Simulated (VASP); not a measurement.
A run of VASP 6.6.1 is set up as follows.

Contents of INCAR:

```
SYSTEM = Sb
  PREC = Accurate
  ENCUT = 520
  EDIFF = 1E-6
  ISMEAR = 0
  SIGMA = 0.1
  LREAL = .False.
  LASPH = .True.
  NELM = 80
  ALGO = Normal
  ISIF = 2
  LWAVE = .False.
  LCHARG = .True.
  GGA = PE
  LELF = .True.
  LVHAR = .True.
  NBANDS = 18
```

File KPOINTS:

```
regular mesh
0
Gamma
  4 4 4
  0 0 0
```

File POSCAR:

```
Sb
1.0
    6.0826481482      0.0000000000      0.0000000000
    0.0000000000      6.0826481482      0.0000000000
    0.0000000000      0.0000000000      3.2704607901
Sb
4
Direct
    0.2502710104      0.2508857836      0.5000000000
    0.7497289896      0.7491142164      0.5000000000
    0.7491142164      0.2502710104      0.5000000000
    0.2508857836      0.7497289896      0.5000000000
```

Potentials or basis: VASP PAW PBE potentials, release 64 (Sb).

Command:

```console
$ cat potpaw_PBE.64/Sb/POTCAR > POTCAR
$ mpirun -np 1 vasp_std > vasp.out
```

(1) Estimate the largest force.

(2) Predict the pressure.

(3) Predict the band gap on the k mesh.

Answers

(1) 0.042 eV/Å.

(2) 0.0 GPa.

(3) zero (band 10 reaches 9.30 eV, above the bottom of band 11 at 5.01 eV).

Caveat: the k points lie up to 0.48 Å⁻¹ apart; spin-orbit coupling is left out, which moves the levels of the heavy elements.
